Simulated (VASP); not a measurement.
Write the native input for VASP 6.6.1 that does the following.

```yaml
Task: single point
Functional: PBE
Potentials_or_basis: VASP PAW PBE potentials, release 64 (B, As)
Cutoff: 520 eV
k_mesh: 10 × 10 × 10
Occupations: fermi-dirac, width 0.02 eV
Spin: no spin polarisation
Dipole_correction: no
Further_INCAR_settings: ALGO = Normal; EDIFF = 1e-06; NBANDS = 11
```

The structure of BAs lies in POSCAR:

```
BAs
1.0
    0.0000000000      2.3679489280      2.4029739393
    2.3679489280      0.0000000000      2.4029739393
    2.3679489280      2.3679489280      0.0000000000
B As
1 1
Direct
    0.0000000000      0.0000000000      0.0000000000
    0.2500000000      0.2500000000      0.2500000000
```

This cell differs from its parent crystal: epitaxial xy strain -1.0%.

These files were run (other wordings do the same):

INCAR

```
SYSTEM = BAs
  PREC = Accurate
  ENCUT = 520
  EDIFF = 1E-6
  ISMEAR = -1
  SIGMA = 0.02
  LREAL = .FALSE.
  LASPH = .TRUE.
  NELM = 60
  ALGO = Normal
  ISIF = 2
  LWAVE = .FALSE.
  LCHARG = .FALSE.
  GGA = PE
  NBANDS = 11
```

KPOINTS

```
regular mesh
0
G
  10 10 10
  0 0 0
```

Potentials or basis: VASP PAW PBE potentials, release 64 (B, As).

Run with:

```console
$ cat potpaw_PBE.64/B/POTCAR potpaw_PBE.64/As/POTCAR > POTCAR
$ mpirun -np 1 vasp_std > vasp.out
```

It gave:

```yaml
Pressure: 5.1 GPa
Band_gap_on_the_k_mesh: 1.05 eV, indirect (least direct gap 3.21 eV)
```

Caveat: the cell differs from its parent crystal (epitaxial xy strain -1.0%).

Wall time 42 s on 1 thread of Intel Xeon 8259CL, on a shared host, peak memory 0.18 GiB.
